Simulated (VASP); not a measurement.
# TaH (Pm-3m) in VASP: relaxation of cell and atoms with PBE

Aim: the relaxation of cell and atoms of TaH with PBE.

All numbers are computed with VASP 6.6.1; they aren't measurements. Logs are shortened: lines on timing, memory, paths and dates and some standing lists are left out, and cuts for length are marked.

## (1) The cell of the first run

Symmetry: Pm-3m, No. 221, cubic system. The conventional cell has a = 2.972 Å, b = 2.972 Å, c = 2.972 Å, α = 90.00°, β = 90.00°, γ = 90.00°. Ta (site symmetry m-3m) has 8 H at 2.57 Å and 6 Ta at 2.97 Å within 3.4 Å. H (site symmetry m-3m) has 8 Ta at 2.57 Å and 6 H at 2.97 Å within 3.4 Å.

## (2) Relaxation of cell and atoms, PBE

The input, INCAR:

```
PREC = Accurate ; ENCUT = 500
EDIFF = 1E-7 ; ISMEAR = 0
SIGMA = 0.2 ; LREAL = F
LASPH = T ; NELM = 120
ALGO = Normal ; ISIF = 3
LWAVE = F ; LCHARG = F
GGA = PE ; IBRION = 2
NSW = 36 ; EDIFFG = -0.08
GGA_COMPAT = F ; NELMIN = 4
```

The input, KPOINTS:

```
Automatic mesh
0
Gamma
  7 7 7
```

The input, POSCAR:

```
TaH
1.0
    2.9720026100      0.0000000000      0.0000000000
    0.0000000000      2.9720026100      0.0000000000
    0.0000000000      0.0000000000      2.9720026100
Ta H
1 1
Direct
    0.5000000000      0.5000000000      0.5000000000
    0.0000000000      0.0000000000      0.0000000000
```

Potentials or basis: VASP PAW PBE potentials, release 64 (Ta_pv, H).

Started as:

```
$ cat potpaw_PBE.64/Ta_pv/POTCAR potpaw_PBE.64/H/POTCAR > POTCAR
$ mpirun -np 1 vasp_std > vasp.out
```

OUTCAR:

```text
PREC = Accurate
   ENCUT = 500
   EDIFF = 1E-7
   ISMEAR = 0
   LREAL = F
   LASPH = T
   NELM = 120
   ISIF = 3
   GGA = PE
   IBRION = 2
   NSW = 36
   EDIFFG = -0.08
   NELMIN = 4

 ion  position               nearest neighbor table
   1  0.500  0.500  0.500-
   2  0.000  0.000  0.000-

  LATTYP: Found a simple cubic cell.
 ALAT       =     2.9720026100

  Lattice vectors:

 A1 = (   2.9720026100,   0.0000000000,   0.0000000000)
 A2 = (   0.0000000000,   2.9720026100,   0.0000000000)
 A3 = (   0.0000000000,   0.0000000000,   2.9720026100)

Analysis of symmetry for initial positions (statically):
=====================================================================
 Subroutine PRICEL returns:
 Original cell was already a primitive cell.

 Routine SETGRP: Setting up the symmetry group for a
 simple cubic supercell.

 Subroutine GETGRP returns: Found 48 space group operations
 (whereof 48 operations were pure point group operations)
 out of a pool of 48 trial point group operations.

The static configuration has the point symmetry O_h .

Analysis of symmetry for dynamics (positions and initial velocities):
=====================================================================
 Subroutine PRICEL returns:
 Original cell was already a primitive cell.

 Routine SETGRP: Setting up the symmetry group for a
 simple cubic supercell.

 Subroutine GETGRP returns: Found 48 space group operations
 (whereof 48 operations were pure point group operations)
 out of a pool of 48 trial point group operations.

The dynamic configuration has the point symmetry O_h .

 Subroutine INISYM returns: Found 48 space group operations
 (whereof 48 operations are pure point group operations),
 and found     1 'primitive' translations

----------------------------------------------------------------------------------------

                                     Primitive cell

  volume of cell :      26.2511

  direct lattice vectors                    reciprocal lattice vectors
     2.972002610  0.000000000  0.000000000     0.336473460  0.000000000  0.000000000
     0.000000000  2.972002610  0.000000000     0.000000000  0.336473460  0.000000000
     0.000000000  0.000000000  2.972002610     0.000000000  0.000000000  0.336473460

  length of vectors
     2.972002610  2.972002610  2.972002610     0.336473460  0.336473460  0.336473460

  position of ions in fractional coordinates (direct lattice)
[... 66 lines left out ...]
   ISTART =      0    job   : 0-new  1-cont  2-samecut
   ICHARG =      2    charge: 1-file 2-atom 10-const
   ISPIN  =      1    spin polarized calculation?
   LNONCOLLINEAR =      F non collinear calculations
   LSORBIT =      F    spin-orbit coupling
   LASPH  =      T    aspherical Exc in radial PAW
   ENCUT  =  500.0 eV  36.75 Ry    6.06 a.u.   5.42  5.42  5.42*2*pi/ulx,y,z
   NELM   =    120;   NELMIN=  4; NELMDL= -5     # of ELM steps
   EDIFF  = 0.1E-06   stopping-criterion for ELM
   LREAL  =      F    real-space projection
   EDIFFG = -.8E-01   stopping-criterion for IOM
   NSW    =     36    number of steps for IOM
   IBRION =      2    ionic relax: 0-MD 1-quasi-New 2-CG
   NFREE  =      1    steps in history (QN), initial steepest desc. (CG)
   ISIF   =      3    stress and relaxation
   ISYM   =      2    0-nonsym 1-usesym 2-fastsym
   POTIM  = 0.5000    time-step for ionic-motion
   TEBEG  =    0.0;   TEEND  =   0.0 temperature during run
   PSTRESS=    0.0 pullay stress
   NELECT =      12.0000    total number of electrons
   NUPDOWN=      -1.0000    fix difference up-down
   EMIN   =  10.00;   EMAX   =-10.00  energy-range for DOS
   EFERMI =   0.00;   METHOD = LEGACY
   ISMEAR =     0;   SIGMA  =   0.20  broadening in eV -4-tet -1-fermi 0-gaus
   EFERMI_NEDOS =   21; number of points for ismear=-14 and -15
   IALGO  =     38    algorithm
   IMIX   =      4    mixing-type and parameters
     AMIX     =   0.40;   BMIX     =  1.00
     AMIX_MAG =   1.60;   BMIX_MAG =  1.00
  volume/ion in A,a.u.               =      13.13        88.58
  Fermi-wavevector in a.u.,A,eV,Ry     =   1.261109  2.383151 21.638660  1.590397
  Thomas-Fermi vector in A             =   2.394585
   LORBIT       =      0    0 simple, 1 ext, 2 COOP (PROOUT), +10 PAW based schemes
   GGA     = PE    functional components
   LHFCALC =     F    Hartree Fock is set to
   AEXX    =    0.0000 exact exchange contribution
   IVDW    =     0    specifies the selected vdW correction
   LEPSILON=     F    determine dielectric tensor
   LRPA    =     F    only Hartree local field effects (RPA)
 conjugate gradient relaxation of ions
 non-spin polarized calculation
 Gauss-broadening in eV      SIGMA  =   0.20
  energy-cutoff  :      500.00
  volume of cell :       26.25
 maximum number of plane-waves:       691
 NGX is ok and might be reduce to    24
   NGX = 11   NGY = 11   NGZ = 11

--------------------------------------- Ionic step        1  -------------------------------------------

 number of electron      11.9999999 magnetization

 Free energy of the ion-electron system (eV)
  ---------------------------------------------------
  ext. energy  EPLUGINS =         0.00000000
  ---------------------------------------------------
  free energy    TOTEN  =       -13.53171531 eV

  energy without entropy =      -13.49259207  energy(sigma->0) =      -13.51215369

------------------------ aborting loop because EDIFF is reached ----------------------------------------

  FORCE on cell =-STRESS in cart. coord.  units (eV):
  Direction    XX          YY          ZZ          XY          YZ          ZX
  --------------------------------------------------------------------------------------
  -------------------------------------------------------------------------------------
  Total       -3.7368000     -3.7368000     -3.7368000      0.0000000      0.0000000     -0.0000000
  in kB     -228.0672238   -228.0672238   -228.0672238      0.0000000      0.0000000     -0.0000000
  external PRESSURE =    -228.0672238 kB  Pullay stress =       0.0000000 kB
[... 59 lines left out ...]
--------------------------------------- Ionic step        3  -------------------------------------------

 number of electron      12.0000002 magnetization

 Free energy of the ion-electron system (eV)
  ---------------------------------------------------
  ext. energy  EPLUGINS =         0.00000000
  ---------------------------------------------------
  free energy    TOTEN  =       -13.93299055 eV

  energy without entropy =      -13.90014637  energy(sigma->0) =      -13.91656846

 E-fermi :   5.9145     XC(G=0): -12.2396

 val. band max:        5.8411161110   @ k =   0.4286   0.4286   0.1429
 cond. band min:       5.9921761435   @ k =   0.4286   0.1429   0.1429
 fundamental gap:      0.1510600324
 Fermi energy:         5.9144632014

 k-point     1 :       0.0000    0.0000    0.0000
  band No.  band energies     occupation
      1     -28.2554      2.00000
      2     -28.2554      2.00000
      3     -28.2554      2.00000
      4      -4.8190      2.00000
      5       2.5731      2.00000
      6       2.5731      2.00000
      7      10.9357      0.00000
      8      10.9357      0.00000
      9      10.9357      0.00000
     10      13.2667      0.00000
[... 274 lines left out ...]
  FREE ENERGIE OF THE ION-ELECTRON SYSTEM (eV)
  ---------------------------------------------------
  free  energy   TOTEN  =       -13.9329905466 eV

  energy  without entropy=      -13.9001463727  energy(sigma->0) =      -13.91656846

 reached required accuracy - stopping structural energy minimisation
```

CONTCAR:

```text
TaH
   1.00000000000000
     2.7782457490793444    0.0000000000000000   -0.0000000000000000
     0.0000000000000000    2.7782457490793444   -0.0000000000000000
    -0.0000000000000000    0.0000000000000000    2.7782457490793444
  Ta              H
     1     1
Direct
     0.5000000000000000    0.5000000000000000    0.5000000000000000
     0.0000000000000000    0.0000000000000000    0.0000000000000000

  0.00000000E+00  0.00000000E+00  0.00000000E+00
  0.00000000E+00  0.00000000E+00  0.00000000E+00
```

Run time: 8.1 s. Hardware: 1 thread of Intel Xeon 6975P-C (Granite Rapids), shared host; peak memory 0.14 GiB.

What came out:

```
Free energy                            : -13.9330 eV
Relaxed volume                         : 10.72 Å³/atom
Relaxed cell                           : a = 2.778 Å, b = 2.778 Å, c = 2.778 Å, α = 90.00°, β = 90.00°, γ = 90.00°
Space group after relaxing (to 0.05 Å) : Pm-3m (No. 221)
Energy gained by relaxing              : 200.6 meV/atom
Ionic steps                            : 3
Pressure after relaxing                : 0.0 GPa
Band gap on the k mesh                 : zero (band 6 reaches 8.02 eV, above the bottom of band 7 at 5.10 eV)
```

Step by step:
```
step  energy change (eV)  largest force (eV/Å)  pressure (GPa)  volume (Å³)
   1              0.0000                0.0000          -22.81        26.25
   2             -0.3254                0.0000           15.52        19.77
   3             -0.4013                0.0000            0.02        21.44
```

Final structure:
```
Ta H
1.0
     2.77825    0.00000    0.00000
     0.00000    2.77825    0.00000
     0.00000    0.00000    2.77825
Ta H
1 1
Direct
  0.50000 0.50000 0.50000
  0.00000 0.00000 0.00000
```

Caveat: the volume moved by over 15 % at a fixed basis, so the end points are rough; spin-orbit coupling is left out, which moves the levels of the heavy elements.
